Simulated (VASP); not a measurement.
Set up this calculation in VASP 6.6.1, as the native input.

```
Task                   : single point
Functional             : r2SCAN
Potentials or basis    : VASP PAW PBE potentials, release 64 (Sn_d, O_h)
Cutoff                 : 910 eV
k mesh                 : 6 × 6 × 6
Occupations            : fermi-dirac, width 0.02 eV
Spin                   : no spin polarisation
Dipole correction      : no
Second run             : hard_potentials
Further INCAR settings : ALGO = Normal; EDIFF = 1e-06; NBANDS = 28
```

SnO (Romarchite):

```
Sn O
1.0
     3.79265    0.00000    0.00000
     0.00000    3.79265    0.00000
     0.00000    0.00000    4.75821
Sn O
2 2
Direct
  0.50000 0.00000 0.24103
  0.00000 0.50000 0.75897
  0.00000 0.00000 0.00000
  0.50000 0.50000 0.00000
```

One way to write it, as run:

POSCAR

```
SnO
1.0
    3.7926488554      0.0000000000      0.0000000000
    0.0000000000      3.7926488554      0.0000000000
    0.0000000000      0.0000000000      4.7582139114
Sn O
2 2
Direct
    0.5000000000      0.0000000000      0.2410340793
    0.0000000000      0.5000000000      0.7589659207
    0.0000000000      0.0000000000      0.0000000000
    0.5000000000      0.5000000000      0.0000000000
```

INCAR.step1

```
SYSTEM = SnO
PREC = Accurate
ENCUT = 910
ISMEAR = -1
SIGMA = 0.02
LREAL = .FALSE.
LASPH = .TRUE.
NELM = 120
NBANDS = 28
GGA = PE
ALGO = Normal
EDIFF = 1E-5
LWAVE = .TRUE.
LCHARG = .FALSE.
GGA_COMPAT = .FALSE.
```

INCAR.step2

```
SYSTEM = SnO
PREC = Accurate
ENCUT = 910
EDIFF = 1E-6
ISMEAR = -1
SIGMA = 0.02
LREAL = .FALSE.
LASPH = .TRUE.
NELM = 120
ALGO = Normal
ISIF = 2
LWAVE = .FALSE.
LCHARG = .TRUE.
METAGGA = R2SCAN
LMIXTAU = .TRUE.
LELF = .TRUE.
LVHAR = .TRUE.
NBANDS = 28
ISTART = 1
GGA_COMPAT = .FALSE.
```

KPOINTS

```
Automatic mesh
0
G
  6 6 6
  0 0 0
```

Potentials or basis: VASP PAW PBE potentials, release 64 (Sn_d, O_h).

Command:

```sh
$ cat potpaw_PBE.64/Sn_d/POTCAR potpaw_PBE.64/O_h/POTCAR > POTCAR
$ cp INCAR.step1 INCAR
$ mpirun -np 1 vasp_std > vasp.out
$ cp INCAR.step2 INCAR
$ mpirun -np 1 vasp_std > vasp.out
```

It gave:

The pressure is 1.7 GPa and the largest force is 0.105 eV/Å. The band gap on the k mesh is 0.03 eV, indirect (least direct gap 2.20 eV).

Caveat: the cutoff is under 1.25 times the usual one of these potentials, so pressure, stress and relaxed cells hold a basis-set (Pulay) error; the PAW data sets were made with another functional, which shifts forces and pressure a little; spin-orbit coupling is left out, which moves the levels of the heavy elements.

Run time: 6.6 min on 1 thread of Intel(R) Xeon(R) Platinum 8375C CPU @ 2.90GHz (Ice Lake) (shared host), peak memory 0.38 GiB.
